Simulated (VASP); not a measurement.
# CdTe (F-43m) in VASP: further runs

Aim: see how the results for CdTe move with the level of theory and the settings. Levels: r2SCAN, HF. Tasks: single point.

All numbers are computed with VASP 6.6.1; they aren't measurements. Logs are shortened: lines on timing, memory, paths and dates and some standing lists are left out, and cuts for length are marked.

## Step 1: The cell of the first run

Symmetry: F-43m, No. 216, cubic system. Conventional cell: a = 6.494 Å, b = 6.494 Å, c = 6.494 Å, α = 90.00°, β = 90.00°, γ = 90.00°. Te (site symmetry -43m) has 4 Cd at 2.81 Å within 3.7 Å. Within 3.7 Å of Cd (site symmetry -43m) lie 4 Te at 2.81 Å.

## Step 2: Single point, r2SCAN, non-collinear spin, zero start, spin-orbit coupling

Contents of POSCAR:

```
CdTe
1.0
    0.0000000000      3.2471758892      3.2471758892
    3.2471758892      0.0000000000      3.2471758892
    3.2471758892      3.2471758892      0.0000000000
Te Cd
1 1
Direct
    0.7500000000      0.7500000000      0.7500000000
    0.0000000000      0.0000000000      0.0000000000
```

Contents of INCAR.step1:

```
SYSTEM = CdTe
ALGO = Normal
EDIFF = 1E-4
ENCUT = 520
GGA = PE
GGA_COMPAT = .FALSE.
ISMEAR = -1
LASPH = .TRUE.
LCHARG = .FALSE.
LREAL = .FALSE.
LSORBIT = .TRUE.
LWAVE = .TRUE.
MAGMOM = 0 0 0 0 0 0
NBANDS = 30
NELM = 150
PREC = Accurate
SIGMA = 0.05
```

Contents of INCAR.step2:

```
SYSTEM = CdTe
ALGO = Normal
EDIFF = 1E-7
ENCUT = 520
GGA_COMPAT = .FALSE.
ISIF = 2
ISMEAR = -1
ISTART = 1
LASPH = .TRUE.
LCHARG = .FALSE.
LMIXTAU = .TRUE.
LORBIT = 11
LORBMOM = .TRUE.
LREAL = .FALSE.
LSORBIT = .TRUE.
LWAVE = .FALSE.
MAGMOM = 0 0 0 0 0 0
METAGGA = R2SCAN
NBANDS = 30
NELM = 150
PREC = Accurate
SIGMA = 0.05
```

Contents of KPOINTS:

```
k-points
0
G
  7 7 7
  0 0 0
```

Potentials or basis: VASP PAW PBE potentials, release 64 (Te, Cd).

The run is started by

```bash
> cat potpaw_PBE.64/Te/POTCAR potpaw_PBE.64/Cd/POTCAR > POTCAR
> cp INCAR.step1 INCAR
> mpirun -np 1 vasp_ncl > vasp.out
> cp INCAR.step2 INCAR
> mpirun -np 1 vasp_ncl > vasp.out
```

OUTCAR:

```text
SYSTEM = CdTe
   EDIFF = 1E-7
   ENCUT = 520
   ISIF = 2
   ISMEAR = -1
   ISTART = 1
   LASPH = .TRUE.
   LORBIT = 11
   LREAL = .FALSE.
   LSORBIT = .TRUE.
   METAGGA = R2SCAN
   NELM = 150
   PREC = Accurate

 ion  position               nearest neighbor table
   1  0.750  0.750  0.750-   2 2.81   2 2.81   2 2.81   2 2.81
   2  0.000  0.000  0.000-   1 2.81   1 2.81   1 2.81   1 2.81

  LATTYP: Found a face centered cubic cell.
 ALAT       =     6.4943517784

  Lattice vectors:

 A1 = (   0.0000000000,   3.2471758892,   3.2471758892)
 A2 = (   3.2471758892,   0.0000000000,   3.2471758892)
 A3 = (   3.2471758892,   3.2471758892,   0.0000000000)

Analysis of symmetry for initial positions (statically):
=====================================================================
 Subroutine PRICEL returns:
 Original cell was already a primitive cell.

 Routine SETGRP: Setting up the symmetry group for a
 face centered cubic supercell.

 Subroutine GETGRP returns: Found 24 space group operations
 (whereof 24 operations were pure point group operations)
 out of a pool of 48 trial point group operations.

The static configuration has the point symmetry T_d .

Analysis of symmetry for dynamics (positions and initial velocities):
=====================================================================
 Subroutine PRICEL returns:
 Original cell was already a primitive cell.

 Routine SETGRP: Setting up the symmetry group for a
 face centered cubic supercell.

 Subroutine GETGRP returns: Found 24 space group operations
 (whereof 24 operations were pure point group operations)
 out of a pool of 48 trial point group operations.

The dynamic configuration has the point symmetry T_d .

Analysis of structural, dynamic, and magnetic symmetry:
=====================================================================
 Subroutine PRICEL returns:
 Original cell was already a primitive cell.

 Routine SETGRP: Setting up the symmetry group for a
 face centered cubic supercell.

 Subroutine GETGRP returns: Found 24 space group operations
 (whereof 24 operations were pure point group operations)
 out of a pool of 48 trial point group operations.

The overall configuration has the point symmetry T_d .

 Subroutine INISYM returns: Found 24 space group operations
 (whereof 24 operations are pure point group operations),
 and found     1 'primitive' translations

----------------------------------------------------------------------------------------

                                     Primitive cell

  volume of cell :      68.4774

  direct lattice vectors                    reciprocal lattice vectors
     0.000000000  3.247175889  3.247175889    -0.153979956  0.153979956  0.153979956
     3.247175889  0.000000000  3.247175889     0.153979956 -0.153979956  0.153979956
     3.247175889  3.247175889  0.000000000     0.153979956  0.153979956 -0.153979956

  length of vectors
     4.592200182  4.592200182  4.592200182     0.266701107  0.266701107  0.266701107

  position of ions in fractional coordinates (direct lattice)
     0.750000000  0.750000000  0.750000000
     0.000000000  0.000000000  0.000000000

  ion indices of the primitive-cell ions
   primitive index   ion index
                 1           1
                 2           2

----------------------------------------------------------------------------------------

 KPOINTS: k-points

Automatic generation of k-mesh.
 Grid dimensions read from file:
 generate k-points for:    7    7    7

 Generating k-lattice:

  Cartesian coordinates                     Fractional coordinates (reciprocal lattice)
    -0.021997137  0.021997137  0.021997137     0.142857143  0.000000000  0.000000000
     0.021997137 -0.021997137  0.021997137     0.000000000  0.142857143  0.000000000
     0.021997137  0.021997137 -0.021997137     0.000000000  0.000000000  0.142857143

  Length of vectors
     0.038100158  0.038100158  0.038100158

[... 90 lines left out ...]
 number of electron      17.9999998 magnetization      -0.0000000     -0.0000000     -0.0000000

 number of electron      17.9999998 magnetization      -0.0000000      0.0000000     -0.0000000

 number of electron      17.9999998 magnetization       0.0000000      0.0000000      0.0000000

 number of electron      17.9999998 magnetization       0.0000000      0.0000000     -0.0000000

 Free energy of the ion-electron system (eV)
  ---------------------------------------------------
  ext. energy  EPLUGINS =         0.00000000
  ---------------------------------------------------
  free energy    TOTEN  =       -46.75276656 eV

  energy without entropy =      -46.75276607  energy(sigma->0) =      -46.75276632

 E-fermi :   2.8248     XC(G=0):  -9.0752

 val. band max:        2.3111419849   @ k =   0.0000   0.0000   0.0000
 cond. band min:       3.2985217931   @ k =   0.0000   0.0000   0.0000
 fundamental gap:      0.9873798082
 Fermi energy:         2.8247510230

 k-point     1 :       0.0000    0.0000    0.0000
  band No.  band energies     occupation
      1      -9.4409      1.00000
      2      -9.4409      1.00000
      3      -6.8061      1.00000
      4      -6.8061      1.00000
      5      -6.8061      1.00000
      6      -6.8061      1.00000
[... 781 lines left out ...]
     29      13.2381      0.00000
     30      13.2381      0.00000

 [... further k-points ...]
[... 5 lines left out ...]
  --------------------------------------------------------------------------------------
  -------------------------------------------------------------------------------------
  Total        0.5972366      0.5972366      0.5972366      0.0000000      0.0000000     -0.0000000
  in kB       13.9736414     13.9736414     13.9736414      0.0000000      0.0000000     -0.0000000
  external PRESSURE =      13.9736414 kB  Pullay stress =       0.0000000 kB

 VOLUME and BASIS-vectors are now :
 -----------------------------------------------------------------------------
  energy-cutoff  :      520.00
  volume of cell :       68.48
      direct lattice vectors                 reciprocal lattice vectors
     0.000000000  3.247175889  3.247175889    -0.153979956  0.153979956  0.153979956
     3.247175889  0.000000000  3.247175889     0.153979956 -0.153979956  0.153979956
     3.247175889  3.247175889  0.000000000     0.153979956  0.153979956 -0.153979956

 POSITION                                       TOTAL-FORCE (eV/Angst)
 -----------------------------------------------------------------------------------
      4.87076      4.87076      4.87076         0.000000      0.000000      0.000000
      0.00000      0.00000      0.00000        -0.000000     -0.000000     -0.000000
 -----------------------------------------------------------------------------------
    total drift:                               -0.000000     -0.000000     -0.000000

  FREE ENERGIE OF THE ION-ELECTRON SYSTEM (eV)
  ---------------------------------------------------
  free  energy   TOTEN  =       -46.7527665623 eV

  energy  without entropy=      -46.7527660679  energy(sigma->0) =      -46.75276632

 orbital moment (x)

 # of ion     p       d       tot
 ----------------------------------------
  1         0.000   0.000   0.000
  2         0.000   0.000   0.000
 ----------------------------------------
            0.000   0.000   0.000

 orbital moment (y)

 # of ion     p       d       tot
 ----------------------------------------
  1         0.000   0.000   0.000
  2         0.000   0.000   0.000
 ----------------------------------------
            0.000   0.000   0.000

 orbital moment (z)

 # of ion     p       d       tot
 ----------------------------------------
  1         0.000   0.000   0.000
  2         0.000   0.000   0.000
 ----------------------------------------
            0.000   0.000   0.000

 Spin-Orbit-Coupling matrix elements

 Ion:    1  E_soc:     -0.1796895
 l=   1
     0.0000000    -0.0298770    -0.0298770
    -0.0298770     0.0000000    -0.0298770
    -0.0298770    -0.0298770     0.0000000
 l=   2
     0.0000000    -0.0000292     0.0000000    -0.0000292    -0.0000420
    -0.0000292     0.0000000    -0.0000315    -0.0000292    -0.0000105
     0.0000000    -0.0000315     0.0000000    -0.0000315     0.0000000
    -0.0000292    -0.0000292    -0.0000315     0.0000000    -0.0000105
    -0.0000420    -0.0000105     0.0000000    -0.0000105     0.0000000
 l=   3
     0.0000000     0.0000000     0.0000000     0.0000000     0.0000000     0.0000000     0.0000000
     0.0000000     0.0000000     0.0000000     0.0000000     0.0000000     0.0000000     0.0000000
     0.0000000     0.0000000     0.0000000     0.0000000     0.0000000     0.0000000     0.0000000
     0.0000000     0.0000000     0.0000000     0.0000000     0.0000000     0.0000000     0.0000000
     0.0000000     0.0000000     0.0000000     0.0000000     0.0000000     0.0000000     0.0000000
     0.0000000     0.0000000     0.0000000     0.0000000     0.0000000     0.0000000     0.0000000
     0.0000000     0.0000000     0.0000000     0.0000000     0.0000000     0.0000000     0.0000000

 Ion:    2  E_soc:     -0.0580621
 l=   1
     0.0000000    -0.0028772    -0.0028772
    -0.0028772     0.0000000    -0.0028772
    -0.0028772    -0.0028772     0.0000000
 l=   2
     0.0000000    -0.0013757     0.0000000    -0.0013757    -0.0054241
    -0.0013757     0.0000000    -0.0040681    -0.0013757    -0.0013560
     0.0000000    -0.0040681     0.0000000    -0.0040681     0.0000000
    -0.0013757    -0.0013757    -0.0040681     0.0000000    -0.0013560
    -0.0054241    -0.0013560     0.0000000    -0.0013560     0.0000000
 l=   3
     0.0000000     0.0000000     0.0000000     0.0000000     0.0000000     0.0000000     0.0000000
     0.0000000     0.0000000     0.0000000     0.0000000     0.0000000     0.0000000     0.0000000
     0.0000000     0.0000000     0.0000000     0.0000000     0.0000000     0.0000000     0.0000000
     0.0000000     0.0000000     0.0000000     0.0000000     0.0000000     0.0000000     0.0000000
     0.0000000     0.0000000     0.0000000     0.0000000     0.0000000     0.0000000     0.0000000
     0.0000000     0.0000000     0.0000000     0.0000000     0.0000000     0.0000000     0.0000000
     0.0000000     0.0000000     0.0000000     0.0000000     0.0000000     0.0000000     0.0000000

 total charge

# of ion       s       p       d       tot
------------------------------------------
    1        1.351   2.107   0.021   3.480
    2        0.450   0.311   9.547  10.308
--------------------------------------------------
tot          1.802   2.418   9.568  13.788

 magnetization (x)

# of ion       s       p       d       tot
------------------------------------------
    1        0.000   0.000  -0.000  -0.000
    2        0.000  -0.000  -0.000  -0.000
--------------------------------------------------
tot          0.000  -0.000  -0.000  -0.000

 magnetization (y)

# of ion       s       p       d       tot
------------------------------------------
    1        0.000   0.000  -0.000  -0.000
    2        0.000   0.000   0.000   0.000
--------------------------------------------------
tot          0.000   0.000  -0.000   0.000

 magnetization (z)

# of ion       s       p       d       tot
------------------------------------------
    1        0.000   0.000   0.000   0.000
    2        0.000  -0.000  -0.000  -0.000
--------------------------------------------------
tot          0.000  -0.000   0.000  -0.000
```

Wall time 16 min (1 thread of Intel Xeon 8259CL, shared host); peak memory 0.51 GiB.

Results:

| Property | Result |
| --- | --- |
| Free energy | -46.7528 eV |
| Pressure | 1.4 GPa |
| Net moment | 0.00 μB per cell |
| Valence electrons inside the program's atomic spheres | Te 3.48; Cd 10.31 |

Moments on the atoms (μB; x, y, z):
```
Te  0.00 0.00 0.00
Cd  0.00 0.00 0.00
```

Caveat: the PAW data sets were made with another functional, which shifts forces and pressure a little.

## Step 3: Single point, HF

This run uses another cell than the first one, of 32.92 Å³/atom.

Contents of POSCAR:

```
CdTe
1.0
    0.0000000000      3.2050000000      3.2050000000
    3.2050000000      0.0000000000      3.2050000000
    3.2050000000      3.2050000000      0.0000000000
Te Cd
1 1
Direct
    0.7500000000      0.7500000000      0.7500000000
    0.0000000000      0.0000000000      0.0000000000
```

Contents of INCAR.step1:

```
SYSTEM = CdTe
ALGO = Normal ; EDIFF = 1E-5
ENCUT = 520 ; GGA = PE
ISIF = 2 ; ISMEAR = -1
LASPH = .True. ; LCHARG = .False.
LREAL = .False. ; LWAVE = .True.
NBANDS = 16 ; NELM = 80
PREC = Accurate ; SIGMA = 0.05
```

Contents of INCAR.step2:

```
SYSTEM = CdTe
AEXX = 1.0 ; AGGAC = 0.0
ALDAC = 0.0 ; ALGO = Normal
EDIFF = 1E-6 ; ENCUT = 520
GGA = PE ; ISIF = 2
ISMEAR = -1 ; ISTART = 1
LASPH = .True. ; LCHARG = .False.
LHFCALC = .True. ; LREAL = .False.
LWAVE = .False. ; NBANDS = 16
NELM = 80 ; PREC = Accurate
PRECFOCK = Normal ; SIGMA = 0.05
```

Contents of KPOINTS:

```
k-points
0
Gamma
  4 4 4
  0 0 0
```

Potentials or basis: VASP PAW PBE potentials, release 64 (Te, Cd).

The run is started by

```bash
> cat potpaw_PBE.64/Te/POTCAR potpaw_PBE.64/Cd/POTCAR > POTCAR
> cp INCAR.step1 INCAR
> mpirun -np 1 vasp_std > vasp.out
> cp INCAR.step2 INCAR
> mpirun -np 1 vasp_std > vasp.out
```

OUTCAR:

```text
SYSTEM = CdTe
   AEXX = 1.0
   EDIFF = 1E-6
   ENCUT = 520
   GGA = PE
   ISIF = 2
   ISMEAR = -1
   ISTART = 1
   LASPH = .True.
   LHFCALC = .True.
   LREAL = .False.
   NELM = 80
   PREC = Accurate
   PRECFOCK = Normal

 ion  position               nearest neighbor table
   1  0.750  0.750  0.750-   2 2.78   2 2.78   2 2.78   2 2.78
   2  0.000  0.000  0.000-   1 2.78   1 2.78   1 2.78   1 2.78

  LATTYP: Found a face centered cubic cell.
 ALAT       =     6.4100000000

  Lattice vectors:

 A1 = (   0.0000000000,   3.2050000000,   3.2050000000)
 A2 = (   3.2050000000,   0.0000000000,   3.2050000000)
 A3 = (   3.2050000000,   3.2050000000,   0.0000000000)

Analysis of symmetry for initial positions (statically):
=====================================================================
 Subroutine PRICEL returns:
 Original cell was already a primitive cell.

 Routine SETGRP: Setting up the symmetry group for a
 face centered cubic supercell.

 Subroutine GETGRP returns: Found 24 space group operations
 (whereof 24 operations were pure point group operations)
[... 152 lines left out ...]

  energy without entropy =      -12.38446188  energy(sigma->0) =      -12.38446188

 E-fermi :   1.0992     XC(G=0):   0.0000

 val. band max:        0.0119180938   @ k =   0.0000   0.0000   0.0000
 cond. band min:       6.8307995188   @ k =   0.0000   0.0000   0.0000
 fundamental gap:      6.8188814250
 Fermi energy:         1.0991867240

 k-point     1 :       0.0000    0.0000    0.0000
  band No.  band energies     occupation
      1     -14.8491      2.00000
      2     -13.3359      2.00000
      3     -13.3359      2.00000
      4     -13.3359      2.00000
      5     -13.0124      2.00000
      6     -13.0124      2.00000
[... 129 lines left out ...]
      3     -13.1832      2.00000
      4     -13.0485      2.00000
      5     -13.0147      2.00000
      6     -11.5777      2.00000
[... 8 lines left out ...]
     15      18.2871      0.00000
     16      19.5711      0.00000

------------------------ aborting loop because EDIFF is reached ----------------------------------------

  FORCE on cell =-STRESS in cart. coord.  units (eV):
  Direction    XX          YY          ZZ          XY          YZ          ZX
  --------------------------------------------------------------------------------------
  -------------------------------------------------------------------------------------
  Total        2.5133540      2.5133540      2.5133540      0.0000000      0.0000000     -0.0000000
  in kB       61.1575599     61.1575599     61.1575599      0.0000000      0.0000000     -0.0000000
  external PRESSURE =      61.1575599 kB  Pullay stress =       0.0000000 kB

 VOLUME and BASIS-vectors are now :
 -----------------------------------------------------------------------------
  energy-cutoff  :      520.00
  volume of cell :       65.84
      direct lattice vectors                 reciprocal lattice vectors
     0.000000000  3.205000000  3.205000000    -0.156006240  0.156006240  0.156006240
     3.205000000  0.000000000  3.205000000     0.156006240 -0.156006240  0.156006240
     3.205000000  3.205000000  0.000000000     0.156006240  0.156006240 -0.156006240

 POSITION                                       TOTAL-FORCE (eV/Angst)
 -----------------------------------------------------------------------------------
      4.80750      4.80750      4.80750        -0.000000     -0.000000     -0.000000
      0.00000      0.00000      0.00000         0.000000      0.000000      0.000000
 -----------------------------------------------------------------------------------
    total drift:                                0.000007      0.000019      0.000007

  FREE ENERGIE OF THE ION-ELECTRON SYSTEM (eV)
  ---------------------------------------------------
  free  energy   TOTEN  =       -12.3844618755 eV

  energy  without entropy=      -12.3844618755  energy(sigma->0) =      -12.38446188
```

OUTCAR.step1:

```text
SYSTEM = CdTe
   EDIFF = 1E-5
   ENCUT = 520
   GGA = PE
   ISIF = 2
   ISMEAR = -1
   LASPH = .True.
[... 354 lines left out ...]
      4.80750      4.80750      4.80750        -0.000000     -0.000000      0.000000
      0.00000      0.00000      0.00000         0.000000      0.000000     -0.000000
 -----------------------------------------------------------------------------------
    total drift:                                0.000000      0.000000      0.000000

  FREE ENERGIE OF THE ION-ELECTRON SYSTEM (eV)
  ---------------------------------------------------
  free  energy   TOTEN  =        -4.6609438363 eV

  energy  without entropy=       -4.6609344387  energy(sigma->0) =       -4.66093914
```

OSZICAR.step1:

```text
N       E                     dE             d eps       ncg     rms          rms(c)
DAV:   1     0.110021391524E+03    0.11002E+03   -0.84729E+03   256   0.988E+02
DAV:   2    -0.112254200720E+01   -0.11114E+03   -0.10560E+03   296   0.248E+02
DAV:   3    -0.486874600717E+01   -0.37462E+01   -0.37399E+01   312   0.476E+01
DAV:   4    -0.490302551616E+01   -0.34280E-01   -0.34278E-01   376   0.398E+00
DAV:   5    -0.490309969030E+01   -0.74174E-04   -0.74174E-04   352   0.180E-01    0.598E+00
DAV:   6    -0.467702694012E+01    0.22607E+00   -0.38702E-01   296   0.763E+00    0.484E+00
DAV:   7    -0.465932771971E+01    0.17699E-01   -0.12375E-01   304   0.227E+00    0.182E+00
DAV:   8    -0.466041762233E+01   -0.10899E-02   -0.12275E-02   272   0.126E+00    0.530E-01
DAV:   9    -0.466081391889E+01   -0.39630E-03   -0.94553E-04   320   0.324E-01    0.132E-01
DAV:  10    -0.466089804109E+01   -0.84122E-04   -0.12670E-04   288   0.993E-02    0.556E-02
DAV:  11    -0.466094520519E+01   -0.47164E-04   -0.86607E-05   280   0.604E-02    0.352E-02
DAV:  12    -0.466094383629E+01    0.13689E-05   -0.34532E-06   224   0.166E-02
   1 F= -.46609438E+01 E0= -.46609391E+01  d E =-.939760E-05
```

Wall time 20 min (1 thread of Intel Xeon Platinum 8375C at 2.90GHz (Ice Lake), shared host); peak memory 0.22 GiB.

What came out:

* Free energy: -12.3845 eV
* Pressure: 6.1 GPa
* Band gap on the k mesh: 6.82 eV

Caveat: the k points lie up to 0.42 Å⁻¹ apart; the PAW data sets were made with another functional, which shifts forces and pressure a little; spin-orbit coupling is left out, which moves the levels of the heavy elements.

[end of part 1 of 2]
